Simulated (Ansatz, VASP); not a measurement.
PtS2: VASP beside Ansatz

```
Pt S
1.0
     3.55264    0.00000    0.00000
    -1.77632    3.07668    0.00000
     0.00000    0.00000    5.17394
Pt S
1 2
Cartesian
  0.0000 0.0000 0.0000
  0.0000 2.0511 1.2269
  1.7763 1.0256 3.9471
```

Change from the starting cell: uniaxial_z strain +1.0%.

Alike in both runs: task single point; functional r2SCAN; k mesh 12 × 12 × 6; no spin polarisation.

|  | VASP | Ansatz |
| --- | --- | --- |
| version | VASP 6.6.1 | Ansatz 0.2.0 |
| potentials or method | VASP PAW PBE potentials, release 64 (Pt, S) | plane waves, PAW |
| plane-wave cutoff (eV) | 520 | 500 |
| occupations | gaussian, width 0.01 eV | fixed |
| valence electrons in the cell | 22 | 30 |

|  | VASP | Ansatz | Ansatz less VASP |
| --- | --- | --- | --- |
| gap on the k mesh at the Fermi level (eV) | 0.90 | 0.91 | +0.007 |
| pressure (GPa) | 1.0 | 1.0 | +0.08 |
| traceless stress, the component that is largest in VASP (GPa) | 0.05 | 0.06 | +0.016 |
| rms of the force components (eV/Å) | 0.023 | 0.020 | -0.0023 |

VASP's potentials were made for PBE, not for r2SCAN. Atom by atom the forces differ by 0.002 eV/Å (rms over components). VASP's potentials hold 22 valence electrons a cell and Ansatz's 30, so a difference there can come from the potentials and not from the codes.

Neither program's run includes spin-orbit coupling.
